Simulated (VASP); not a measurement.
# Ru (P6_3/mmc) in VASP: further runs, part 2 of 2

VASP 6.6.1. Earlier steps stand in the parts before.

## 4. Vibrations by perturbation theory, PBE

This run uses another cell than the first one, of 12.59 Å³/atom.

Input file INCAR:

```
  ALGO = Normal
  EDIFF = 1E-8
  ENCUT = 500
  GGA = PE
  GGA_COMPAT = F
  IBRION = 8
  ISIF = 2
  ISMEAR = -1
  LASPH = T
  LCHARG = F
  LREAL = F
  LWAVE = F
  NBANDS = 21
  NELM = 120
  NSW = 1
  PREC = Accurate
  SIGMA = 0.15
```

Input file KPOINTS:

```
k-points
0
Gamma
  18 18 10
```

Input file POSCAR:

```
Ru
1.0
    2.6376255763      0.0000000000      0.0000000000
   -1.3188127882      2.2842507547      0.0000000000
    0.0000000000      0.0000000000      4.1792259207
Ru
2
Direct
    0.3333333333      0.6666666667      0.2500000000
    0.6666666667      0.3333333333      0.7500000000
```

Potentials or basis: VASP PAW PBE potentials, release 64 (Ru_pv).

Run with:

```
$ cat potpaw_PBE.64/Ru_pv/POTCAR > POTCAR
$ mpirun -np 1 vasp_std > vasp.out
```

OUTCAR:

```text
EDIFF = 1E-8
   ENCUT = 500
   GGA = PE
   IBRION = 8
   ISIF = 2
   ISMEAR = -1
   LASPH = T
   LREAL = F
   NELM = 120
   NSW = 1
   PREC = Accurate

 ion  position               nearest neighbor table
   1  0.333  0.667  0.250-   2 2.59   2 2.59   2 2.59   2 2.59   2 2.59   2 2.59
   2  0.667  0.333  0.750-   1 2.59   1 2.59   1 2.59   1 2.59   1 2.59   1 2.59

  LATTYP: Found a hexagonal cell.
 ALAT       =     2.6376255763
 C/A-ratio  =     1.5844651941

  Lattice vectors:

 A1 = (   2.6376255763,   0.0000000000,   0.0000000000)
 A2 = (  -1.3188127882,   2.2842507547,   0.0000000000)
 A3 = (   0.0000000000,   0.0000000000,   4.1792259207)

Analysis of symmetry for initial positions (statically):
=====================================================================
 Subroutine PRICEL returns:
 Original cell was already a primitive cell.

 Routine SETGRP: Setting up the symmetry group for a
 hexagonal supercell.

 Subroutine GETGRP returns: Found 24 space group operations
 (whereof 12 operations were pure point group operations)
 out of a pool of 24 trial point group operations.

The static configuration has the point symmetry D_3d.
 The point group associated with its full space group is D_6h.

Analysis of symmetry for dynamics (positions and initial velocities):
=====================================================================
 Subroutine PRICEL returns:
 Original cell was already a primitive cell.

 Routine SETGRP: Setting up the symmetry group for a
 hexagonal supercell.

 Subroutine GETGRP returns: Found 24 space group operations
 (whereof 12 operations were pure point group operations)
 out of a pool of 24 trial point group operations.

The dynamic configuration has the point symmetry D_3d.
[... 765 lines left out ...]
  energy  without entropy=      -18.1796885978  energy(sigma->0) =      -18.23503784

[... ionic steps 2 to 3 ...]

--------------------------------------- Ionic step        4  -------------------------------------------

------------------------ aborting loop because EDIFF is reached ----------------------------------------

[... ionic steps 5 to 5 ...]

--------------------------------------- Ionic step        6  -------------------------------------------

 Free energy of the ion-electron system (eV)
  ---------------------------------------------------
  ---------------------------------------------------
  free energy    TOTEN  =        -0.74404721 eV

  energy without entropy =       -0.74404721

------------------------ aborting loop because EDIFF is reached ----------------------------------------

 INTERNAL STRAIN TENSOR  FOR ION    1  DIRECTION 3   (eV/Angst):
 -----------------------------------------------------------------------------
    -0.06358  0.00000 -0.00000
     0.00000 -0.06358 -0.00000
    -0.00000  0.00000  0.13415

 INTERNAL STRAIN TENSOR FOR ION    2 for displacements in x,y,z  (eV/Angst):
          X           Y           Z          XY          YZ          ZX
  --------------------------------------------------------------------------------
  x    -0.00000     0.00000     0.00000     4.35553     0.00000     0.00000
  y     4.35553    -4.35553    -0.00000     0.00000     0.00000     0.00000
  z     0.00000     0.00000     0.00000    -0.00000     0.00000     0.00000

 SECOND DERIVATIVES (NOT SYMMETRIZED)
 ------------------------------------
               1X          1Y          1Z          2X          2Y          2Z
  1X    -8.807414    0.000000    0.000000    8.807414   -0.000000    0.000000
  1Y     0.000000   -8.807414    0.000000   -0.000000    8.807414    0.000000
  1Z    -0.000000   -0.000000  -18.355125    0.000000    0.000000   18.355125
  2X     8.807414   -0.000000    0.000000   -8.807414    0.000000    0.000000
  2Y    -0.000000    8.807414    0.000000    0.000000   -8.807414    0.000000
  2Z     0.000000    0.000000   18.355125   -0.000000   -0.000000  -18.355125

 Eigenvectors and eigenvalues of the dynamical matrix
 ----------------------------------------------------

   1 f  =    9.421787 THz    59.198832 2PiTHz  314.276977 cm-1    38.965361 meV
             X         Y         Z           dx          dy          dz
     -0.000000  1.522834  1.044806     0.000000    0.000000    0.707107
      1.318813  0.761417  3.134419    -0.000000    0.000000   -0.707107
[... 16 lines left out ...]
   5 f  =    0.000000 THz     0.000000 2PiTHz    0.000002 cm-1     0.000000 meV
             X         Y         Z           dx          dy          dz
     -0.000000  1.522834  1.044806     0.696771   -0.120231    0.007374
      1.318813  0.761417  3.134419     0.696771   -0.120231    0.007374

   6 f/i=    0.000000 THz     0.000001 2PiTHz    0.000003 cm-1     0.000000 meV
             X         Y         Z           dx          dy          dz
     -0.000000  1.522834  1.044806     0.120427    0.696263   -0.026745
      1.318813  0.761417  3.134419     0.120427    0.696263   -0.026745

--------------------------------------------------------------------------------------------------------

 ELASTIC MODULI CONTR FROM IONIC RELAXATION (kBar)
 Direction    XX          YY          ZZ          XY          YZ          ZX
 --------------------------------------------------------------------------------
 XX        -137.0539    137.0539      0.0000      0.0000     -0.0000     -0.0000
 YY         137.0539   -137.0539     -0.0000      0.0000      0.0000      0.0000
 ZZ           0.0000     -0.0000     -0.0000     -0.0000      0.0000      0.0000
 XY           0.0000      0.0000     -0.0000   -137.0539      0.0000      0.0000
 YZ          -0.0000      0.0000      0.0000      0.0000     -0.0000     -0.0000
 ZX          -0.0000      0.0000      0.0000      0.0000     -0.0000     -0.0000
 --------------------------------------------------------------------------------
```

stdout:

```text
POSCAR found type information on POSCAR Ru
 POSCAR found :  1 types and       2 ions
 scaLAPACK will be used
 LDA part: xc-table for (Slater+PW92), standard interpolation
 POSCAR, INCAR and KPOINTS ok, starting setup
 FFT: planning ... GRIDC
 FFT: planning ... GRID_SOFT
 FFT: planning ... GRID
 WAVECAR not read
 entering main loop
 Linear response reoptimize wavefunctions to high precision
 Linear response DOF=           2
 Linear response progress:
 first order change of Fermi-energy  -0.40050E-05
 force on displaced ion       1 direction 1 :  -8.807   0.001   0.000
 Linear response progress:
 first order change of Fermi-energy   0.82184E-04
 force on displaced ion       1 direction 3 :   0.000  -0.000 -18.355
 Linear response finished
```

Run time: 27 min. Hardware: 1 thread of Oxide Virtual Turin-like, shared host; peak memory 0.87 GiB.

What came out:

```
Highest phonon frequency at Γ : 314 cm⁻¹
```

Phonon frequencies in cm⁻¹ (negative: imaginary):
```tsv
q point	frequencies
(0.000, 0.000, 0.000)	0 0 0 218 218 314
```

Caveat: the cell stands under pressure or tension, which shifts response properties.

## 5. Vibrations by perturbation theory, PBE

This run uses another cell than the first one, of 13.10 Å³/atom.

Input file INCAR:

```
SYSTEM = Ru
ALGO     = Normal         ! electronic algorithm
EDIFF    = 1E-8           ! SCF threshold, eV
ENCUT    = 500            ! plane-wave cutoff, eV
GGA      = PE             ! functional
GGA_COMPAT= .False.      
IBRION   = 8              ! ionic algorithm
ISIF     = 2              ! what is computed and relaxed
ISMEAR   = -1             ! smearing method
LASPH    = .True.         ! aspherical terms in the spheres
LCHARG   = .False.        ! write CHGCAR
LREAL    = .False.        ! projectors in reciprocal space
LWAVE    = .False.        ! write WAVECAR
NELM     = 120            ! most SCF steps
NSW      = 1              ! ionic steps
PREC     = Accurate       ! precision mode
SIGMA    = 0.15           ! smearing width, eV
```

Input file KPOINTS:

```
k-points
0
Gamma
  18 18 10
  0 0 0
```

Input file POSCAR:

```
Ru
1.0
    2.6739630167      0.0000000000      0.0000000000
   -1.3369815084      2.3157199012      0.0000000000
    0.0000000000      0.0000000000      4.2303420288
Ru
2
Direct
    0.3333333333      0.6666666667      0.2500000000
    0.6666666667      0.3333333333      0.7500000000
```

Potentials or basis: VASP PAW PBE potentials, release 64 (Ru_pv).

Run with:

```
$ cat potpaw_PBE.64/Ru_pv/POTCAR > POTCAR
$ mpirun -np 1 vasp_std > vasp.out
```

OUTCAR:

```text
SYSTEM = Ru
   EDIFF = 1E-8
   ENCUT = 500
   GGA = PE
   IBRION = 8
   ISIF = 2
   ISMEAR = -1
   LASPH = .True.
   LREAL = .False.
   NELM = 120
   NSW = 1
   PREC = Accurate

 ion  position               nearest neighbor table
   1  0.333  0.667  0.250-   2 2.62   2 2.62   2 2.62   2 2.62   2 2.62   2 2.62
   2  0.667  0.333  0.750-   1 2.62   1 2.62   1 2.62   1 2.62   1 2.62   1 2.62

  LATTYP: Found a hexagonal cell.
 ALAT       =     2.6739630167
 C/A-ratio  =     1.5820495655

  Lattice vectors:

 A1 = (   2.6739630167,   0.0000000000,   0.0000000000)
 A2 = (  -1.3369815084,   2.3157199012,   0.0000000000)
 A3 = (   0.0000000000,   0.0000000000,   4.2303420288)

Analysis of symmetry for initial positions (statically):
=====================================================================
 Subroutine PRICEL returns:
 Original cell was already a primitive cell.

 Routine SETGRP: Setting up the symmetry group for a
 hexagonal supercell.

 Subroutine GETGRP returns: Found 24 space group operations
 (whereof 12 operations were pure point group operations)
 out of a pool of 24 trial point group operations.

The static configuration has the point symmetry D_3d.
 The point group associated with its full space group is D_6h.

Analysis of symmetry for dynamics (positions and initial velocities):
=====================================================================
 Subroutine PRICEL returns:
 Original cell was already a primitive cell.

 Routine SETGRP: Setting up the symmetry group for a
 hexagonal supercell.
[... 694 lines left out ...]

  FREE ENERGIE OF THE ION-ELECTRON SYSTEM (eV)
  ---------------------------------------------------
  free  energy   TOTEN  =       -18.4570589421 eV

  energy  without entropy=      -18.3390826621  energy(sigma->0) =      -18.39807080

[... ionic steps 2 to 3 ...]

--------------------------------------- Ionic step        4  -------------------------------------------

------------------------ aborting loop because EDIFF is reached ----------------------------------------

[... ionic steps 5 to 5 ...]

--------------------------------------- Ionic step        6  -------------------------------------------

 Free energy of the ion-electron system (eV)
  ---------------------------------------------------
  ---------------------------------------------------
  free energy    TOTEN  =        -0.74239484 eV

  energy without entropy =       -0.74239484

------------------------ aborting loop because EDIFF is reached ----------------------------------------

 INTERNAL STRAIN TENSOR  FOR ION    1  DIRECTION 3   (eV/Angst):
 -----------------------------------------------------------------------------
    -0.06142  0.00000  0.00000
     0.00000 -0.06142  0.00000
     0.00000  0.00000  0.13006

 INTERNAL STRAIN TENSOR FOR ION    2 for displacements in x,y,z  (eV/Angst):
          X           Y           Z          XY          YZ          ZX
  --------------------------------------------------------------------------------
  x    -0.00000     0.00000     0.00000     3.55614     0.00000     0.00000
  y     3.55614    -3.55614     0.00000     0.00000     0.00000     0.00000
  z     0.00000     0.00000     0.00000     0.00000     0.00000     0.00000

 SECOND DERIVATIVES (NOT SYMMETRIZED)
 ------------------------------------
               1X          1Y          1Z          2X          2Y          2Z
  1X    -7.854701    0.000000    0.000000    7.854701   -0.000000    0.000000
  1Y     0.000000   -7.854701    0.000000   -0.000000    7.854701    0.000000
  1Z     0.000000    0.000000  -15.078731   -0.000000   -0.000000   15.078731
  2X     7.854701   -0.000000    0.000000   -7.854701    0.000000    0.000000
  2Y    -0.000000    7.854701    0.000000    0.000000   -7.854701    0.000000
  2Z    -0.000000   -0.000000   15.078731    0.000000    0.000000  -15.078731

 Eigenvectors and eigenvalues of the dynamical matrix
 ----------------------------------------------------

   1 f  =    8.539589 THz    53.655823 2PiTHz  284.850041 cm-1    35.316888 meV
             X         Y         Z           dx          dy          dz
     -0.000000  1.543813  1.057586     0.000000    0.000000   -0.707107
      1.336982  0.771907  3.172757    -0.000000    0.000000    0.707107
[... 16 lines left out ...]
   5 f  =    0.000000 THz     0.000000 2PiTHz    0.000000 cm-1     0.000000 meV
             X         Y         Z           dx          dy          dz
     -0.000000  1.543813  1.057586    -0.000000   -0.000000    0.707107
      1.336982  0.771907  3.172757     0.000000    0.000000    0.707107

   6 f/i=    0.000000 THz     0.000000 2PiTHz    0.000001 cm-1     0.000000 meV
             X         Y         Z           dx          dy          dz
     -0.000000  1.543813  1.057586     0.474248    0.524489   -0.000000
      1.336982  0.771907  3.172757     0.474248    0.524489    0.000000

--------------------------------------------------------------------------------------------------------

 ELASTIC MODULI CONTR FROM IONIC RELAXATION (kBar)
 Direction    XX          YY          ZZ          XY          YZ          ZX
 --------------------------------------------------------------------------------
 XX         -98.4738     98.4738      0.0000      0.0000      0.0000      0.0000
 YY          98.4738    -98.4738     -0.0000      0.0000      0.0000      0.0000
 ZZ           0.0000     -0.0000     -0.0000     -0.0000      0.0000      0.0000
 XY           0.0000      0.0000     -0.0000    -98.4738      0.0000      0.0000
 YZ           0.0000      0.0000      0.0000      0.0000      0.0000      0.0000
 ZX           0.0000      0.0000      0.0000      0.0000      0.0000      0.0000
 --------------------------------------------------------------------------------
```

stdout:

```text
POSCAR found type information on POSCAR Ru
 POSCAR found :  1 types and       2 ions
 scaLAPACK will be used
 LDA part: xc-table for (Slater+PW92), standard interpolation
 POSCAR, INCAR and KPOINTS ok, starting setup
 FFT: planning ... GRIDC
 FFT: planning ... GRID_SOFT
 FFT: planning ... GRID
 WAVECAR not read
 entering main loop
[... 13 lines left out ...]
 -----------------------------------------------------------------------------

 Linear response reoptimize wavefunctions to high precision
 Linear response DOF=           2
 Linear response progress:
 first order change of Fermi-energy  -0.13329E-05
 force on displaced ion       1 direction 1 :  -7.855   0.000   0.000
 Linear response progress:
 first order change of Fermi-energy   0.94447E-04
 force on displaced ion       1 direction 3 :   0.000  -0.000 -15.079
 Linear response finished
```

Run time: 31 min. Hardware: 1 thread of Oxide Virtual Turin-like, shared host; peak memory 0.82 GiB.

Results:

```yaml
Highest_phonon_frequency_at_Γ: 285 cm⁻¹
```

Phonon frequencies in cm⁻¹ (negative: imaginary):
```
              q point        frequencies
(0.000, 0.000, 0.000)  0 0 0 206 206 285
```

Caveat: the cell stands under pressure or tension, which shifts response properties.
